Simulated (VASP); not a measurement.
Si, 4 atoms in the cell. Symmetry: P3m1, No. 156, trigonal system. The conventional cell has a = 3.831 Å, b = 3.831 Å, c = 6.333 Å, α = 90.00°, β = 90.00°, γ = 120.00°. Within 3.1 Å of Si (site symmetry 3m) lie 4 Si at 2.32 to 2.47 Å. Within 3.1 Å of Si (site symmetry 3m) lie 4 Si at 2.35 to 2.37 Å. Within 3.1 Å of Si (site symmetry 3m) lie 4 Si at 2.35 to 2.47 Å. Within 3.1 Å of Si (site symmetry 3m) lie 4 Si at 2.32 to 2.37 Å. 

| Quantity | Value |
| --- | --- |
| Program | VASP 6.6.1 |
| Task | single point |
| Functional | LDA |
| Potentials or basis | VASP PAW LDA potentials, release 64 (Si) |
| Cutoff | 500 eV |
| k mesh | 10 × 10 × 5 |
| Occupations | fermi-dirac, width 0.02 eV |
| Spin | no spin polarisation |
| Dipole correction | no |
| Further INCAR settings | ALGO = Normal; EDIFF = 1e-06; NBANDS = 16 |

Potentials or basis: VASP PAW LDA potentials, release 64 (Si).

The run is started by

```console
$ cat potpaw_LDA.64/Si/POTCAR > POTCAR
$ mpirun -np 1 vasp_std > vasp.out
```

Hardware: 1 thread of Intel Xeon 6975P-C, with other jobs on the host.

Problem. How long does it take, and how much memory?

Solution. Wall time 40 s on 1 thread of Intel Xeon 6975P-C (shared host), peak memory 0.18 GiB. Counts: scf iterations 12, k points 58.
